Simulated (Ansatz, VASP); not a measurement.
## One calculation of GdO, two programs

INCAR

```
  PREC = Accurate
  ENCUT = 520
  EDIFF = 1E-6
  ISMEAR = 0
  SIGMA = 0.05
  LREAL = False
  LASPH = True
  NELM = 150
  ALGO = Normal
  ISIF = 2
  LWAVE = False
  LCHARG = False
  ISPIN = 2
  MAGMOM = 7.73 0.02
  LORBIT = 11
  LMAXMIX = 6
  LDAU = True
  LDAUTYPE = 2
  LDAUL = 3 -1
  LDAUU = 6 0
  LDAUJ = 0 0
  LDAUPRINT = 1
  GGA = PE
  IVDW = 13
  NBANDS = 23
```

Contents of KPOINTS:

```
regular mesh
0
Gamma
  8 8 8
```

POSCAR

```
GdO
1.0
    0.0000000000      2.7142275255      2.7142275255
    2.7142275255      0.0000000000      2.7142275255
    2.7142275255      2.7142275255      0.0000000000
Gd O
1 1
Direct
    0.0000000000      0.0000000000      0.0000000000
    0.2500000000      0.2500000000      0.2500000000
```

Input for Ansatz:

```yaml
crystal:
  lattice:
    - [0.0, 2.7142275255, 2.7142275255]
    - [2.7142275255, 0.0, 2.7142275255]
    - [2.7142275255, 2.7142275255, 0.0]
  atoms:
    - { symbol: Gd, position: [0.0, 0.0, 0.0], spin: 7.72 }
    - { symbol: O, position: [0.25, 0.25, 0.25] }
basis:
  ecutwfc: 420
  ecutrho_ratio: 4
kpoints:
  mp_grid: { grid: [8, 8, 8] }
hamiltonian:
  xc: pbe
  dispersion: d4
  hubbard:
    sites:
      - { species: Gd, l: f, u_eff: 6.0, starting_ns: start.occupation_matrices }
    ns_hold: { iters: 6 }
scf:
  occupations: { method: gaussian, width: 0.05 }
  lower_state_search: "off"
output:
  forces: true
  stress: true
  eigenvalues: true
  populations: true
  hubbard: { sites: [{ species: Gd, l: f }] }
magnetization:
  spin_polarized: true
```

Alike in both runs: task single point; functional PBE; dispersion D4; k mesh 8 × 8 × 8; occupations gaussian, width 0.05 eV; collinear spin; Hubbard terms Gd f U = 6.0 eV.

|  | VASP | Ansatz |
| --- | --- | --- |
| version | VASP 6.6.1 | Ansatz 0.2.0 |
| potentials or method | VASP PAW PBE potentials, release 64 (Gd, O), cutoff 520 eV | scalar-relativistic, plane waves, PAW |
| valence electrons in the cell | 24 | 24 |

|  | VASP | Ansatz | Ansatz less VASP |
| --- | --- | --- | --- |
| gap on the k mesh at the Fermi level (eV) | none | none | - |
| pressure (GPa) | -3.7 | -3.8 | -0.04 |
| net moment per atom (μB) | 3.97 | 3.97 | 0.000 |
| size of the moment on the site where the two differ most (μB) | 7.07 | 7.02 | -0.044 |

Site moments also hang on the region over which each program counts them. The programs project onto different local orbitals, so the same U acts differently, and such runs can settle in different states. A gap of «none» marks a metal or a gap that the smearing closes. Ansatz's warnings: filled band counts differ across k points, stability check not made.

Neither program's run includes spin-orbit coupling.
